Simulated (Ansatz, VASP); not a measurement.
## One calculation of TeRu3C, two programs

Contents of INCAR:

```
SYSTEM = TeRu3C
PREC     = Accurate       ! precision mode
ENCUT    = 600            ! plane-wave cutoff, eV
EDIFF    = 1E-6           ! SCF threshold, eV
ISMEAR   = 0              ! smearing method
SIGMA    = 0.1            ! smearing width, eV
LREAL    = .FALSE.        ! projectors in reciprocal space
LASPH    = .TRUE.         ! aspherical terms in the spheres
NELM     = 100            ! most SCF steps
ALGO     = Normal         ! electronic algorithm
ISIF     = 3              ! what is computed and relaxed
LWAVE    = .FALSE.        ! write WAVECAR
LCHARG   = .FALSE.        ! write CHGCAR
GGA      = PE             ! functional
IBRION   = 2              ! ionic algorithm
NSW      = 100            ! ionic steps
EDIFFG   = -0.01          ! ionic threshold
```

KPOINTS

```
Automatic mesh
0
G
  10 10 10
  0 0 0
```

The input POSCAR:

```
TeRu3C
1.0
    4.1536276200      0.0000000000      0.0000000000
    0.0000000000      4.1536276200      0.0000000000
    0.0000000000      0.0000000000      4.1536276200
Te Ru C
1 3 1
Direct
    0.5000000000      0.5000000000      0.5000000000
    0.5000000000      0.0000000000      0.0000000000
    0.0000000000      0.5000000000      0.0000000000
    0.0000000000      0.0000000000      0.5000000000
    0.0000000000      0.0000000000      0.0000000000
```

Input for Ansatz:

```yaml
crystal:
  lattice:
    - [4.15362762, 0.0, 0.0]
    - [0.0, 4.15362762, 0.0]
    - [0.0, 0.0, 4.15362762]
  atoms:
    - { symbol: Te, position: [0.5, 0.5, 0.5] }
    - { symbol: Ru, position: [0.5, 0.0, 0.0] }
    - { symbol: Ru, position: [0.0, 0.5, 0.0] }
    - { symbol: Ru, position: [0.0, 0.0, 0.5] }
    - { symbol: C, position: [0.0, 0.0, 0.0] }
basis:
  ecutwfc: 420
kpoints:
  mp_grid: { grid: [10, 10, 10] }
hamiltonian:
  xc: pbe
scf:
  occupations: { method: gaussian, width: 0.1 }
output:
  forces: true
  stress: true
  eigenvalues: true
  write_density: true
  write_potential: true
  elf: true
  volumetric_format: npy
relax:
  adjacent_minimum: "off"
  f_tol: 0.01
  max_steps: 80
  cell: { stress_tol: 0.05 }
```

Alike in both runs: task relaxation of cell and atoms; functional PBE; k mesh 10 × 10 × 10; occupations gaussian, width 0.1 eV; no spin polarisation.

```csv
,VASP,Ansatz
version,VASP 6.6.1,Ansatz 0.2.0
potentials or method,"VASP PAW PBE potentials, release 64 (Te, Ru_pv, C), cutoff 600 eV","scalar-relativistic, plane waves, PAW"
valence electrons in the cell,52,68
```

|  | VASP | Ansatz | Ansatz less VASP |
| --- | --- | --- | --- |
| gap on the k mesh at the Fermi level, each at its own relaxed structure (eV) | none | none | - |
| relaxed volume (Å³/atom) | 14.16 | 14.17 | +0.012 |
| relaxed cell length with the largest relative difference (Å) | 4.136 | 4.138 | +0.0012 |

A gap of «none» marks a metal or a gap that the smearing closes. VASP's potentials hold 52 valence electrons a cell and Ansatz's 68, so a difference there can come from the potentials and not from the codes.

Neither program's run includes spin-orbit coupling.
